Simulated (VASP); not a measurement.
## Re2Te: single point with PBE

Re2Te:

```
Re Te
1.0
     3.00052    0.00000    0.00000
     0.00000    7.70017    0.00000
     0.00000    0.00000    4.43989
Re Te
4 2
Cartesian
  0.7129 2.5779 0.0000
  2.2876 5.1223 0.0000
  2.2132 1.2722 2.2199
  0.7874 6.4280 2.2199
  0.0000 0.0000 0.0000
  1.5003 3.8501 2.2199
```

| Item | Value |
| --- | --- |
| Program | VASP 6.6.1 |
| Task | single point |
| Functional | PBE |
| Potentials or basis | VASP PAW PBE potentials, release 64 (Re, Te) |
| Cutoff | 520 eV |
| k mesh | 12 × 6 × 8 |
| Occupations | gaussian, width 0.1 eV |
| Spin | no spin polarisation |
| Dipole correction | no |
| Further INCAR settings | ALGO = Fast; EDIFF = 1e-07; NBANDS = 29 |

```
Pressure               : 0.0 GPa
Band gap on the k mesh : zero (bands 20 and 21 overlap by 1.22 eV)
```

Forces in eV/Å, atoms in the order of the input:
```
Re  -0.002  0.002  0.000
Re   0.002 -0.002  0.000
Re  -0.002 -0.002  0.000
Re   0.002  0.002  0.000
Te   0.000  0.000  0.000
Te   0.000  0.000  0.000
```

Stress tensor (GPa, compression positive):
```
 0.10  0.00  0.00
 0.00 -0.10  0.00
 0.00  0.00 -0.10
```

Levels at points of the mesh, in eV from the Fermi level:
```tsv
k point	band 17	band 18	band 19	band 20	band 21	band 22	band 23	band 24
(0.00, 0.00, 0.00)	-1.21	-1.07	-0.30	-0.22	0.61	0.62	1.12	1.17
(0.50, 0.00, 0.00)	0.00	0.00	0.26	0.26	0.81	0.81	1.07	1.07
(0.00, 0.50, 0.00)	-1.14	-1.14	0.65	0.65	0.83	0.83	1.00	1.00
(0.50, 0.50, 0.00)	-1.18	-1.18	-0.37	-0.37	1.62	1.62	2.08	2.08
(0.00, 0.00, 0.50)	-0.95	-0.95	-0.65	-0.65	0.22	0.22	0.31	0.31
(0.50, 0.00, 0.50)	-1.81	-1.81	-0.31	-0.31	1.44	1.44	1.69	1.69
(0.00, 0.50, 0.50)	-1.16	-1.16	-0.59	-0.59	-0.22	-0.22	0.66	0.66
(0.50, 0.50, 0.50)	-1.88	-1.88	-1.25	-1.25	0.74	0.74	0.84	0.84
```

It took 25 min on 1 thread of Intel Xeon 8259CL, on a shared host, peak memory 0.49 GiB.

Caveat: spin-orbit coupling is left out, which moves the levels of the heavy elements.
